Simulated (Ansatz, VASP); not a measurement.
**Two plane-wave programs on Sc2Al**

```
Sc Al
1.0
     4.89261    0.00000    0.00000
    -2.44631    4.23713    0.00000
     0.00000    0.00000    6.16142
Sc Al
4 2
Direct
  0.00000 0.00000 0.00000
  0.00000 0.00000 0.50000
  0.33333 0.66667 0.75000
  0.66667 0.33333 0.25000
  0.33333 0.66667 0.25000
  0.66667 0.33333 0.75000
```

Alike in both runs: task single point; functional r2SCAN; k mesh 12 × 12 × 6; occupations gaussian, width 0.3 eV; no spin polarisation.

```csv
,VASP,Ansatz
version,VASP 6.6.1,Ansatz 0.2.0
potentials or method,"VASP PAW PBE potentials, release 64 (Sc_sv, Al), cutoff 520 eV","scalar-relativistic, plane waves, PAW"
valence electrons in the cell,50,50
```

```tsv
	VASP	Ansatz	Ansatz less VASP
gap on the k mesh at the Fermi level (eV)	none	none	-
pressure (GPa)	0.1	0.0	-0.18
traceless stress, the component that is largest in VASP (GPa)	0.24	0.26	+0.017
```

VASP's potentials were made for PBE, not for r2SCAN. A gap of «none» marks a metal or a gap that the smearing closes.
